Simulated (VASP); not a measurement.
Here is a VASP 6.6.1 calculation.

File INCAR:

```
SYSTEM = TaN
PREC = Accurate ; ENCUT = 600
EDIFF = 1E-7 ; ISMEAR = 0
SIGMA = 0.1 ; LREAL = .FALSE.
LASPH = .TRUE. ; NELM = 60
ALGO = Normal ; ISIF = 4
LWAVE = .FALSE. ; LCHARG = .FALSE.
GGA = PE ; IBRION = 2
NSW = 50 ; EDIFFG = -0.01
```

Contents of KPOINTS:

```
regular mesh
0
G
  18 18 14
  0 0 0
```

File POSCAR:

```
TaN
1.0
    2.9793963287      0.0000000000      0.0000000000
   -1.4896981644      2.5802329086      0.0000000000
    0.0000000000      0.0000000000      2.9264642754
Ta N
1 1
Direct
    0.3333333333      0.6666666667      0.5000000000
    0.0000000000      0.0000000000      0.0000000000
```

Potentials or basis: VASP PAW PBE potentials, release 64 (Ta_pv, N).

The run is started by

```console
$ cat potpaw_PBE.64/Ta_pv/POTCAR potpaw_PBE.64/N/POTCAR > POTCAR
$ mpirun -np 1 vasp_std > vasp.out
```

(1) Predict the band gap on the k mesh.

## Answers

(1) zero (band 8 reaches 8.02 eV, above the bottom of band 9 at 7.73 eV).

Caveat: spin-orbit coupling is left out, which moves the levels of the heavy elements.
